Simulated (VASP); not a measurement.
# Zn (P6_3/mmc) in VASP: settings compared

The runs below take Zn through single point, with PBE, RPBE.

Program: VASP 6.6.1. These are calculated values, not measurements. Logs are shortened: lines on timing, memory, paths and dates and some standing lists are left out, and cuts for length are marked.

### 1 The cell of the first run

It takes space group P6_3/mmc (No. 194, hexagonal). The conventional cell has a = 2.693 Å, b = 2.693 Å, c = 4.779 Å, α = 90.00°, β = 90.00°, γ = 120.00°. Within 3.6 Å of Zn (site symmetry -6m2) lie 12 Zn at 2.69 to 2.85 Å.

### 2 Single point, PBE

INCAR

```
PREC = Accurate
ENCUT = 520
EDIFF = 1E-7
ISMEAR = -1
SIGMA = 0.05
LREAL = F
LASPH = T
NELM = 60
ALGO = Normal
ISIF = 2
LWAVE = F
LCHARG = T
GGA = PE
LELF = T
LVHAR = T
NBANDS = 19
```

KPOINTS

```
Automatic mesh
0
Gamma
  11 11 6
```

POSCAR

```
Zn
1.0
    2.6932483417      0.0000000000      0.0000000000
   -1.3466241709      2.3324214826      0.0000000000
    0.0000000000      0.0000000000      4.7792576880
Zn
2
Direct
    0.6666666667      0.3333333333      0.7500000000
    0.3333333333      0.6666666667      0.2500000000
```

Potentials or basis: VASP PAW PBE potentials, release 64 (Zn).

The run is started by

```bash
$ cat potpaw_PBE.64/Zn/POTCAR > POTCAR
$ mpirun -np 1 vasp_std > vasp.out
```

OUTCAR:

```text
PREC = Accurate
   ENCUT = 520
   EDIFF = 1E-7
   ISMEAR = -1
   LREAL = F
   LASPH = T
   NELM = 60
   ISIF = 2
   GGA = PE

 ion  position               nearest neighbor table
   1  0.667  0.333  0.750-   2 2.85   2 2.85   2 2.85   2 2.85   2 2.85   2 2.85
   2  0.333  0.667  0.250-   1 2.85   1 2.85   1 2.85   1 2.85   1 2.85   1 2.85

  LATTYP: Found a hexagonal cell.
 ALAT       =     2.6932483417
 C/A-ratio  =     1.7745328620

  Lattice vectors:

 A1 = (   2.6932483417,   0.0000000000,   0.0000000000)
 A2 = (  -1.3466241709,   2.3324214826,   0.0000000000)
 A3 = (   0.0000000000,   0.0000000000,   4.7792576880)

Analysis of symmetry for initial positions (statically):
=====================================================================
 Subroutine PRICEL returns:
 Original cell was already a primitive cell.

 Routine SETGRP: Setting up the symmetry group for a
 hexagonal supercell.

 Subroutine GETGRP returns: Found 24 space group operations
 (whereof 12 operations were pure point group operations)
 out of a pool of 24 trial point group operations.

The static configuration has the point symmetry D_3d.
 The point group associated with its full space group is D_6h.

Analysis of symmetry for dynamics (positions and initial velocities):
=====================================================================
 Subroutine PRICEL returns:
 Original cell was already a primitive cell.

 Routine SETGRP: Setting up the symmetry group for a
 hexagonal supercell.

 Subroutine GETGRP returns: Found 24 space group operations
 (whereof 12 operations were pure point group operations)
 out of a pool of 24 trial point group operations.

The dynamic configuration has the point symmetry D_3d.
 The point group associated with its full space group is D_6h.

 Subroutine INISYM returns: Found 24 space group operations
 (whereof 12 operations are pure point group operations),
 and found     1 'primitive' translations

----------------------------------------------------------------------------------------

                                     Primitive cell

  volume of cell :      30.0223

  direct lattice vectors                    reciprocal lattice vectors
     2.693248342  0.000000000  0.000000000     0.371298846  0.214369488  0.000000000
[... 75 lines left out ...]
   NGXF,Y,Z  is equivalent  to a cutoff of  24.69, 24.69, 25.05 a.u.
 SYSTEM =  unknown system
   PREC   = accura    normal or accurate (medium, high low for compatibility)
   ISTART =      0    job   : 0-new  1-cont  2-samecut
   ICHARG =      2    charge: 1-file 2-atom 10-const
   ISPIN  =      1    spin polarized calculation?
   LNONCOLLINEAR =      F non collinear calculations
   LSORBIT =      F    spin-orbit coupling
   LASPH  =      T    aspherical Exc in radial PAW
   ENCUT  =  520.0 eV  38.22 Ry    6.18 a.u.   5.01  5.01  8.89*2*pi/ulx,y,z
   NELM   =     60;   NELMIN=  2; NELMDL= -5     # of ELM steps
   EDIFF  = 0.1E-06   stopping-criterion for ELM
   LREAL  =      F    real-space projection
   EDIFFG = 0.1E-05   stopping-criterion for IOM
   NSW    =      0    number of steps for IOM
   IBRION =     -1    ionic relax: 0-MD 1-quasi-New 2-CG
   NFREE  =      0    steps in history (QN), initial steepest desc. (CG)
   ISIF   =      2    stress and relaxation
   ISYM   =      2    0-nonsym 1-usesym 2-fastsym
   POTIM  = 0.5000    time-step for ionic-motion
   TEBEG  =    0.0;   TEEND  =   0.0 temperature during run
   PSTRESS=    0.0 pullay stress
   NELECT =      24.0000    total number of electrons
   NUPDOWN=      -1.0000    fix difference up-down
   EMIN   =  10.00;   EMAX   =-10.00  energy-range for DOS
   EFERMI =   0.00;   METHOD = LEGACY
   ISMEAR =    -1;   SIGMA  =   0.05  broadening in eV -4-tet -1-fermi 0-gaus
   EFERMI_NEDOS =   21; number of points for ismear=-14 and -15
   IALGO  =     38    algorithm
   IMIX   =      4    mixing-type and parameters
     AMIX     =   0.40;   BMIX     =  1.00
     AMIX_MAG =   1.60;   BMIX_MAG =  1.00
  volume/ion in A,a.u.               =      15.01       101.30
  Fermi-wavevector in a.u.,A,eV,Ry     =   1.519371  2.871196 31.408906  2.308489
  Thomas-Fermi vector in A             =   2.628366
   LORBIT       =      0    0 simple, 1 ext, 2 COOP (PROOUT), +10 PAW based schemes
   GGA     = PE    functional components
   LHFCALC =     F    Hartree Fock is set to
   AEXX    =    0.0000 exact exchange contribution
   IVDW    =     0    specifies the selected vdW correction
   LEPSILON=     F    determine dielectric tensor
   LRPA    =     F    only Hartree local field effects (RPA)
 non-spin polarized calculation
  energy-cutoff  :      520.00
  volume of cell :       30.02
 maximum number of plane-waves:       827
 NGX is ok and might be reduce to    20
   NGX =  9   NGY =  9   NGZ = 17

 number of electron      24.0000013 magnetization

 Free energy of the ion-electron system (eV)
  ---------------------------------------------------
  ext. energy  EPLUGINS =         0.00000000
  ---------------------------------------------------
  free energy    TOTEN  =        -2.20929852 eV

  energy without entropy =       -2.20571443  energy(sigma->0) =       -2.20750647

 E-fermi :   3.2526     XC(G=0): -11.6288

 val. band max:        2.9794592348   @ k =   0.0909   0.0000   0.1667
 cond. band min:       3.3164715605   @ k =   0.3636   0.2727   0.5000
 fundamental gap:      0.3370123257
 Fermi energy:         3.2525949530

 k-point     1 :       0.0000    0.0000    0.0000
  band No.  band energies     occupation
      1      -7.2880      2.00000
      2      -5.3678      2.00000
      3      -4.6635      2.00000
      4      -4.4830      2.00000
      5      -4.4830      2.00000
      6      -4.4198      2.00000
[... 505 lines left out ...]
      6      -4.4055      2.00000
[... 11 lines left out ...]
     18      17.6211      0.00000
     19      20.1448      0.00000

 [... further k-points ...]
[... 5 lines left out ...]
  --------------------------------------------------------------------------------------
  -------------------------------------------------------------------------------------
  Total        0.0792185      0.0792185      0.0477909     -0.0000000     -0.0000000      0.0000000
  in kB        4.2275923      4.2275923      2.5504230     -0.0000000     -0.0000000      0.0000000
  external PRESSURE =       3.6685358 kB  Pullay stress =       0.0000000 kB

 VOLUME and BASIS-vectors are now :
 -----------------------------------------------------------------------------
  energy-cutoff  :      520.00
  volume of cell :       30.02
      direct lattice vectors                 reciprocal lattice vectors
     2.693248342  0.000000000  0.000000000     0.371298846  0.214369488  0.000000000
    -1.346624171  2.332421483  0.000000000     0.000000000  0.428738977  0.000000000
     0.000000000  0.000000000  4.779257688     0.000000000  0.000000000  0.209237515

 POSITION                                       TOTAL-FORCE (eV/Angst)
 -----------------------------------------------------------------------------------
      1.34662      0.77747      3.58444         0.000000      0.000000      0.000000
     -0.00000      1.55495      1.19481        -0.000000     -0.000000      0.000000
 -----------------------------------------------------------------------------------
    total drift:                                0.000000     -0.000000      0.000000

  FREE ENERGIE OF THE ION-ELECTRON SYSTEM (eV)
  ---------------------------------------------------
  free  energy   TOTEN  =        -2.2092985164 eV

  energy  without entropy=       -2.2057144275  energy(sigma->0) =       -2.20750647
```

OSZICAR:

```text
N       E                     dE             d eps       ncg     rms          rms(c)
DAV:   1     0.111610445765E+03    0.11161E+03   -0.12321E+04  2528   0.200E+03
DAV:   2     0.270320882936E+01   -0.10891E+03   -0.10542E+03  2444   0.296E+02
DAV:   3    -0.239091684350E+01   -0.50941E+01   -0.50699E+01  2719   0.703E+01
DAV:   4    -0.242170377884E+01   -0.30787E-01   -0.30779E-01  2691   0.566E+00
DAV:   5    -0.242174222504E+01   -0.38446E-04   -0.38446E-04  2643   0.180E-01    0.405E+00
DAV:   6    -0.222299762979E+01    0.19874E+00   -0.77929E-01  2714   0.186E+01    0.307E+00
DAV:   7    -0.221378449406E+01    0.92131E-02   -0.26613E-02  3051   0.275E+00    0.158E+00
DAV:   8    -0.220928910339E+01    0.44954E-02   -0.16912E-03  3323   0.622E-01    0.459E-02
DAV:   9    -0.220929559699E+01   -0.64936E-05   -0.20546E-04  3333   0.180E-01    0.354E-02
DAV:  10    -0.220929907284E+01   -0.34758E-05   -0.18921E-05  2568   0.474E-02    0.318E-03
DAV:  11    -0.220929885477E+01    0.21807E-06   -0.85906E-08  2140   0.482E-03    0.175E-03
DAV:  12    -0.220929850989E+01    0.34487E-06   -0.28865E-08  1426   0.241E-03    0.629E-05
DAV:  13    -0.220929851640E+01   -0.65097E-08   -0.93991E-09  1331   0.970E-04
   1 F= -.22092985E+01 E0= -.22075065E+01  d E =-.358409E-02
```

stdout:

```text
POSCAR found type information on POSCAR Zn
 POSCAR found :  1 types and       2 ions
 scaLAPACK will be used
 LDA part: xc-table for (Slater+PW92), standard interpolation
 POSCAR, INCAR and KPOINTS ok, starting setup
 FFT: planning ... GRIDC
 FFT: planning ... GRID_SOFT
 FFT: planning ... GRID
 WAVECAR not read
 entering main loop
```

Run time: 12 s. Hardware: 1 thread of Intel Xeon 6975P-C (Granite Rapids), shared host; peak memory 0.15 GiB.

Results:

```
Free energy            : -2.2093 eV
Pressure               : 0.4 GPa
Band gap on the k mesh : zero (band 12 reaches 4.70 eV, above the bottom of band 13 at 0.71 eV)
```

Stress tensor (GPa, compression positive):
```
0.42 0.00 0.00
0.00 0.42 0.00
0.00 0.00 0.26
```

### 3 Single point, RPBE

This run uses another cell than the first one, of 15.55 Å³/atom, 1.036 times its volume.

INCAR

```
SYSTEM = Zn
ALGO = Fast
EDIFF = 1E-6
ENCUT = 520
GGA = RP
ISIF = 2
ISMEAR = -1
LASPH = .True.
LCHARG = .False.
LREAL = .False.
LWAVE = .False.
NBANDS = 19
NELM = 100
PREC = Accurate
SIGMA = 0.05
```

KPOINTS

```
k-points
0
Gamma
  11 11 6
  0 0 0
```

POSCAR

```
Zn
1.0
    2.7922649191      0.0000000000      0.0000000000
   -1.3961324595      2.4181723540      0.0000000000
    0.0000000000      0.0000000000      4.6056796278
Zn
2
Direct
    0.6666666667      0.3333333333      0.7500000000
    0.3333333333      0.6666666667      0.2500000000
```

Potentials or basis: VASP PAW PBE potentials, release 64 (Zn).

The run is started by

```bash
$ cat potpaw_PBE.64/Zn/POTCAR > POTCAR
$ mpirun -np 1 vasp_std > vasp.out
```

Wall time 12 s (1 thread of Intel Xeon 6975P-C (Granite Rapids), shared host); peak memory 0.16 GiB.

It converged, with:

```
Free energy            : -1.4876 eV
Pressure               : -0.2 GPa
Band gap on the k mesh : zero (band 12 reaches 4.58 eV, above the bottom of band 13 at 1.53 eV)
```

Stress tensor (GPa, compression positive):
```
-0.15  0.00  0.00
 0.00 -0.15  0.00
 0.00  0.00 -0.24
```

Levels at points of the mesh, in eV from the Fermi level:
```tsv
k point	band 8	band 9	band 10	band 11	band 12	band 13	band 14	band 15	band 16	band 17
(0.00, 0.00, 0.00)	-7.33	-7.33	-7.00	-7.00	-2.89	-1.54	14.92	14.92	16.81	16.81
(0.00, 0.00, 0.50)	-7.41	-7.11	-7.11	-7.11	-7.11	6.96	6.96	16.47	16.47	16.47
```

Caveat: the PAW data sets were made with another functional, which shifts forces and pressure a little.
